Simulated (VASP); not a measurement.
Set up this calculation in VASP 6.6.1, as the native input.

| Item | Value |
| --- | --- |
| Task | density of states |
| Functional | PBE |
| Potentials or basis | VASP PAW PBE potentials, release 64 (Al, Ag) |
| Cutoff | 520 eV |
| k mesh | 10 × 10 × 10 |
| Occupations | gaussian, width 0.1 eV |
| Spin | no spin polarisation |
| Dipole correction | no |
| k mesh for the DOS | 15 × 15 × 15 |
| Occupations for the DOS | tetrahedron |
| Further INCAR settings | ALGO = Normal; EDIFF = 1e-06; NBANDS = 20 |

Al4Ag:

```
CELL_PARAMETERS angstrom
-2.96732 2.96732 2.96732
2.96732 -2.96732 2.96732
2.96732 2.96732 -2.96732
ATOMIC_POSITIONS crystal
Al 0.00000 0.00000 0.50000
Al 0.50000 0.00000 0.00000
Al 0.50000 0.50000 0.50000
Al 0.00000 0.50000 0.00000
Ag 0.00000 0.00000 0.00000
```

These files were run (other wordings do the same):

POSCAR

```
Al4Ag
1.0
   -2.9673164730      2.9673164730      2.9673164730
    2.9673164730     -2.9673164730      2.9673164730
    2.9673164730      2.9673164730     -2.9673164730
Al Ag
4 1
Direct
    0.0000000000      0.0000000000      0.5000000000
    0.5000000000      0.0000000000      0.0000000000
    0.5000000000      0.5000000000      0.5000000000
    0.0000000000      0.5000000000      0.0000000000
    0.0000000000      0.0000000000      0.0000000000
```

INCAR.step1

```
  ALGO = Normal
  EDIFF = 1E-6
  ENCUT = 520
  GGA = PE
  ISIF = 2
  ISMEAR = 0
  LASPH = T
  LCHARG = T
  LMAXMIX = 4
  LREAL = F
  LWAVE = F
  NBANDS = 20
  NELM = 100
  PREC = Accurate
  SIGMA = 0.1
```

KPOINTS.step1

```
k-points
0
Gamma
  10 10 10
```

INCAR.step2

```
  ALGO = Normal
  EDIFF = 1E-6
  ENCUT = 520
  GGA = PE
  ICHARG = 11
  ISIF = 2
  ISMEAR = -5
  LASPH = T
  LCHARG = F
  LMAXMIX = 4
  LORBIT = 10
  LREAL = F
  LWAVE = F
  NBANDS = 20
  NEDOS = 1001
  NELM = 100
  PREC = Accurate
  SIGMA = 0.1
```

KPOINTS.step2

```
k-points
0
Gamma
  15 15 15
```

Potentials or basis: VASP PAW PBE potentials, release 64 (Al, Ag).

Launch:

```bash
$ cat potpaw_PBE.64/Al/POTCAR potpaw_PBE.64/Ag/POTCAR > POTCAR
$ cp INCAR.step1 INCAR
$ cp KPOINTS.step1 KPOINTS
$ mpirun -np 1 vasp_std > vasp.out
$ cp INCAR.step2 INCAR
$ cp KPOINTS.step2 KPOINTS
$ mpirun -np 1 vasp_std > vasp.out
```

It gave:

The valence electrons inside the program's atomic spheres are Al 0.75; Ag 10.22.

Wall time 80 s on 1 thread of Intel(R) Xeon(R) 6975P-C (Granite Rapids), on a shared host, peak memory 0.38 GiB.
